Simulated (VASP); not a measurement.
# BN (P6_3mc) in VASP: single point with PBE

Aim: the single point of BN with PBE.

All numbers are computed with VASP 6.6.1; they aren't measurements. Logs are shortened: lines on timing, memory, paths and dates and some standing lists are left out, and cuts for length are marked.

**1. The cell of the first run**

It takes space group P6_3mc (No. 186, hexagonal). The conventional cell has a = 2.554 Å, b = 2.554 Å, c = 4.224 Å, α = 90.00°, β = 90.00°, γ = 120.00°. B (site symmetry 3m) has 4 N at 1.57 to 1.58 Å within 2.1 Å. N (site symmetry 3m) has 4 B at 1.57 to 1.58 Å within 2.1 Å.

**2. Single point, PBE**

INCAR

```
PREC = Accurate
ENCUT = 600
EDIFF = 1E-6
ISMEAR = 0
SIGMA = 0.02
LREAL = False
LASPH = True
NELM = 120
ALGO = Normal
ISIF = 2
LWAVE = False
LCHARG = False
GGA = PE
NBANDS = 16
GGA_COMPAT = False
```

KPOINTS

```
Automatic mesh
0
Gamma
  12 12 6
```

POSCAR

```
BN
1.0
    2.5540637811      0.0000000000      0.0000000000
   -1.2770318906      2.2118841173      0.0000000000
    0.0000000000      0.0000000000      4.2238995727
B N
2 2
Direct
    0.3333333333      0.6666666667      0.0011853525
    0.6666666667      0.3333333333      0.5011853525
    0.3333333333      0.6666666667      0.3758146475
    0.6666666667      0.3333333333      0.8758146475
```

Potentials or basis: VASP PAW PBE potentials, release 64 (B, N).

On the command line:

```sh
cat potpaw_PBE.64/B/POTCAR potpaw_PBE.64/N/POTCAR > POTCAR
mpirun -np 1 vasp_std > vasp.out
```

OUTCAR:

```text
PREC = Accurate
   ENCUT = 600
   EDIFF = 1E-6
   ISMEAR = 0
   LREAL = False
   LASPH = True
   NELM = 120
   ISIF = 2
   GGA = PE

 ion  position               nearest neighbor table
   1  0.333  0.667  0.001-   4 1.57   4 1.57   4 1.57   3 1.58
   2  0.667  0.333  0.501-   3 1.57   3 1.57   3 1.57   4 1.58
   3  0.333  0.667  0.376-   2 1.57   2 1.57   2 1.57   1 1.58
   4  0.667  0.333  0.876-   1 1.57   1 1.57   1 1.57   2 1.58

  LATTYP: Found a hexagonal cell.
 ALAT       =     2.5540637811
 C/A-ratio  =     1.6537956507

  Lattice vectors:

 A1 = (   2.5540637811,   0.0000000000,   0.0000000000)
 A2 = (  -1.2770318906,   2.2118841173,   0.0000000000)
 A3 = (   0.0000000000,   0.0000000000,   4.2238995727)

Analysis of symmetry for initial positions (statically):
=====================================================================
 Subroutine PRICEL returns:
 Original cell was already a primitive cell.

 Routine SETGRP: Setting up the symmetry group for a
 hexagonal supercell.

 Subroutine GETGRP returns: Found 12 space group operations
 (whereof  6 operations were pure point group operations)
 out of a pool of 24 trial point group operations.

The static configuration has the point symmetry C_3v.
 The point group associated with its full space group is C_6v.

Analysis of symmetry for dynamics (positions and initial velocities):
=====================================================================
 Subroutine PRICEL returns:
 Original cell was already a primitive cell.

 Routine SETGRP: Setting up the symmetry group for a
 hexagonal supercell.

 Subroutine GETGRP returns: Found 12 space group operations
 (whereof  6 operations were pure point group operations)
 out of a pool of 24 trial point group operations.

The dynamic configuration has the point symmetry C_3v.
 The point group associated with its full space group is C_6v.

 Subroutine INISYM returns: Found 12 space group operations
 (whereof  6 operations are pure point group operations),
 and found     1 'primitive' translations

----------------------------------------------------------------------------------------

                                     Primitive cell

  volume of cell :      23.8620

  direct lattice vectors                    reciprocal lattice vectors
     2.554063781  0.000000000  0.000000000     0.391532900  0.226051625  0.000000000
    -1.277031891  2.211884117  0.000000000     0.000000000  0.452103251  0.000000000
     0.000000000  0.000000000  4.223899573     0.000000000  0.000000000  0.236748053

[... 90 lines left out ...]
   NSW    =      0    number of steps for IOM
   IBRION =     -1    ionic relax: 0-MD 1-quasi-New 2-CG
   NFREE  =      0    steps in history (QN), initial steepest desc. (CG)
   ISIF   =      2    stress and relaxation
   ISYM   =      2    0-nonsym 1-usesym 2-fastsym
   POTIM  = 0.5000    time-step for ionic-motion
   TEBEG  =    0.0;   TEEND  =   0.0 temperature during run
   PSTRESS=    0.0 pullay stress
   NELECT =      16.0000    total number of electrons
   NUPDOWN=      -1.0000    fix difference up-down
   EMIN   =  10.00;   EMAX   =-10.00  energy-range for DOS
   EFERMI =   0.00;   METHOD = LEGACY
   ISMEAR =     0;   SIGMA  =   0.02  broadening in eV -4-tet -1-fermi 0-gaus
   EFERMI_NEDOS =   21; number of points for ismear=-14 and -15
   IALGO  =     38    algorithm
   IMIX   =      4    mixing-type and parameters
     AMIX     =   0.40;   BMIX     =  1.00
     AMIX_MAG =   1.60;   BMIX_MAG =  1.00
  volume/ion in A,a.u.               =       5.97        40.26
  Fermi-wavevector in a.u.,A,eV,Ry     =   1.432888  2.707766 27.935049  2.053168
  Thomas-Fermi vector in A             =   2.552466
   LORBIT       =      0    0 simple, 1 ext, 2 COOP (PROOUT), +10 PAW based schemes
   GGA     = PE    functional components
   LHFCALC =     F    Hartree Fock is set to
   AEXX    =    0.0000 exact exchange contribution
   IVDW    =     0    specifies the selected vdW correction
   LEPSILON=     F    determine dielectric tensor
   LRPA    =     F    only Hartree local field effects (RPA)
 non-spin polarized calculation
 Gauss-broadening in eV      SIGMA  =   0.02
  energy-cutoff  :      600.00
  volume of cell :       23.86
 maximum number of plane-waves:       807
   NGX = 11   NGY = 11   NGZ = 17

 number of electron      16.0000003 magnetization

 Free energy of the ion-electron system (eV)
  ---------------------------------------------------
  ext. energy  EPLUGINS =         0.00000000
  ---------------------------------------------------
  free energy    TOTEN  =       -34.83985727 eV

  energy without entropy =      -34.83985727  energy(sigma->0) =      -34.83985727

 E-fermi :   7.5332     XC(G=0): -12.7641

 val. band max:        7.4347834036   @ k =   0.0000   0.0000   0.0000
 cond. band min:      12.6450694419   @ k =   0.3333   0.3333   0.0000
 fundamental gap:      5.2102860382
 Fermi energy:         7.5332216803

 k-point     1 :       0.0000    0.0000    0.0000
  band No.  band energies     occupation
      1     -12.8569      2.00000
      2      -8.7479      2.00000
      3      -3.3893      2.00000
      4       5.3311      2.00000
      5       5.3311      2.00000
      6       7.1736      2.00000
[... 433 lines left out ...]
      3      -1.3105      2.00000
      4       0.1291      2.00000
      5       1.5009      2.00000
      6       3.1818      2.00000
[... 8 lines left out ...]
     15      23.3381      0.00000
     16      23.5884      0.00000

 [... further k-points ...]

------------------------ aborting loop because EDIFF is reached ----------------------------------------

  FORCE on cell =-STRESS in cart. coord.  units (eV):
  Direction    XX          YY          ZZ          XY          YZ          ZX
  --------------------------------------------------------------------------------------
  -------------------------------------------------------------------------------------
  Total        0.0260353      0.0260353      0.0172278     -0.0000000      0.0000000      0.0000000
  in kB        1.7480945      1.7480945      1.1567324     -0.0000000      0.0000000      0.0000000
  external PRESSURE =       1.5509738 kB  Pullay stress =       0.0000000 kB

 VOLUME and BASIS-vectors are now :
 -----------------------------------------------------------------------------
  energy-cutoff  :      600.00
  volume of cell :       23.86
      direct lattice vectors                 reciprocal lattice vectors
     2.554063781  0.000000000  0.000000000     0.391532900  0.226051625  0.000000000
    -1.277031891  2.211884117  0.000000000     0.000000000  0.452103251  0.000000000
     0.000000000  0.000000000  4.223899573     0.000000000  0.000000000  0.236748053

 POSITION                                       TOTAL-FORCE (eV/Angst)
 -----------------------------------------------------------------------------------
     -0.00000      1.47459      0.00501        -0.000000      0.000000      0.003185
      1.27703      0.73729      2.11696         0.000000      0.000000      0.003185
     -0.00000      1.47459      1.58740        -0.000000     -0.000000     -0.003185
      1.27703      0.73729      3.69935         0.000000     -0.000000     -0.003185
 -----------------------------------------------------------------------------------
    total drift:                               -0.000000      0.000000     -0.000266

  FREE ENERGIE OF THE ION-ELECTRON SYSTEM (eV)
  ---------------------------------------------------
  free  energy   TOTEN  =       -34.8398572719 eV

  energy  without entropy=      -34.8398572719  energy(sigma->0) =      -34.83985727
```

stdout:

```text
POSCAR found type information on POSCAR B N
 POSCAR found :  2 types and       4 ions
 scaLAPACK will be used
 LDA part: xc-table for (Slater+PW92), standard interpolation
 POSCAR, INCAR and KPOINTS ok, starting setup
 FFT: planning ... GRIDC
 FFT: planning ... GRID_SOFT
 FFT: planning ... GRID
 WAVECAR not read
 entering main loop
```

Run time: 20 s. Hardware: 1 thread of Intel Xeon Platinum 8375C at 2.90GHz (Ice Lake), shared host; peak memory 0.15 GiB.

Results:

```
Free energy            : -34.8399 eV
Pressure               : 0.2 GPa
Largest force          : 0.003 eV/Å
Band gap on the k mesh : 5.21 eV (least direct gap 8.24 eV)
```

Forces on the atoms (eV/Å):
```
B    0.000  0.000  0.003
B    0.000  0.000  0.003
N    0.000  0.000 -0.003
N    0.000  0.000 -0.003
```

Levels at points of the mesh, in eV from the valence-band top:
```tsv
k point	band 5	band 6	band 7	band 8	band 9	band 10	band 11	band 12
(0.00, 0.00, 0.00)	-2.10	-0.26	0.00	0.00	8.34	8.34	8.55	9.41
(0.50, 0.00, 0.00)	-6.85	-4.94	-4.36	-2.09	6.68	7.94	10.56	11.40
(0.00, 0.00, 0.50)	-1.17	-1.17	-1.17	-1.17	9.41	9.41	9.88	9.88
(0.50, 0.00, 0.50)	-3.73	-3.73	-3.54	-3.54	6.56	6.56	9.98	9.98
```
